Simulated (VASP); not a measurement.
Write the native input for VASP 6.6.1 that does the following.

```yaml
Task: single point
Functional: r2SCAN
Potentials_or_basis: VASP PAW PBE potentials, release 64 (Pb_d)
Cutoff: 520 eV
k_mesh: 18 × 18 × 10
Occupations: gaussian, width 0.15 eV
Spin: no spin polarisation
Dipole_correction: no
Further_INCAR_settings: ALGO = Normal; EDIFF = 1e-07; NBANDS = 21
```

The system is Pb.

```
Pb
1.0
     3.48000    0.00000    0.00000
    -1.74000    3.01377    0.00000
     0.00000    0.00000    5.31050
Pb
2
Direct
  0.33333 0.66667 0.25000
  0.66667 0.33333 0.75000
```

This cell differs from its parent crystal: strain +0.000 along x and y, -0.050 along z.

These files were run (other wordings do the same):

POSCAR

```
Pb
1.0
    3.4800006906      0.0000000000      0.0000000000
   -1.7400003453      3.0137690032      0.0000000000
    0.0000000000      0.0000000000      5.3105000000
Pb
2
Direct
    0.3333333333      0.6666666667      0.2500000000
    0.6666666667      0.3333333333      0.7500000000
```

INCAR.step1

```
ALGO = Normal
EDIFF = 1E-4
ENCUT = 520
GGA = PE
ISMEAR = 0
LASPH = T
LCHARG = F
LREAL = F
LWAVE = T
NBANDS = 21
NELM = 60
PREC = Accurate
SIGMA = 0.15
```

INCAR.step2

```
ALGO = Normal
EDIFF = 1E-7
ENCUT = 520
ISIF = 2
ISMEAR = 0
ISTART = 1
LASPH = T
LCHARG = F
LMIXTAU = T
LREAL = F
LWAVE = F
METAGGA = R2SCAN
NBANDS = 21
NELM = 60
PREC = Accurate
SIGMA = 0.15
```

KPOINTS

```
k-points
0
Gamma
  18 18 10
```

Potentials or basis: VASP PAW PBE potentials, release 64 (Pb_d).

Launch:

```bash
$ cat potpaw_PBE.64/Pb_d/POTCAR > POTCAR
$ cp INCAR.step1 INCAR
$ mpirun -np 1 vasp_std > vasp.out
$ cp INCAR.step2 INCAR
$ mpirun -np 1 vasp_std > vasp.out
```

It gave:

```
Pressure               : 6.3 GPa
Band gap on the k mesh : zero (bands 14 and 15 overlap by 8.13 eV)
```

Caveat: the cell differs from its parent crystal (strain +0.000 along x and y, -0.050 along z); the cell stands under pressure; the PAW data sets were made with another functional, which shifts forces and pressure a little; spin-orbit coupling is left out, which moves the levels of the heavy elements.

Run time: 7.3 min on 1 thread of Intel(R) Xeon(R) 6975P-C (Granite Rapids), with other jobs on the host, peak memory 0.34 GiB.
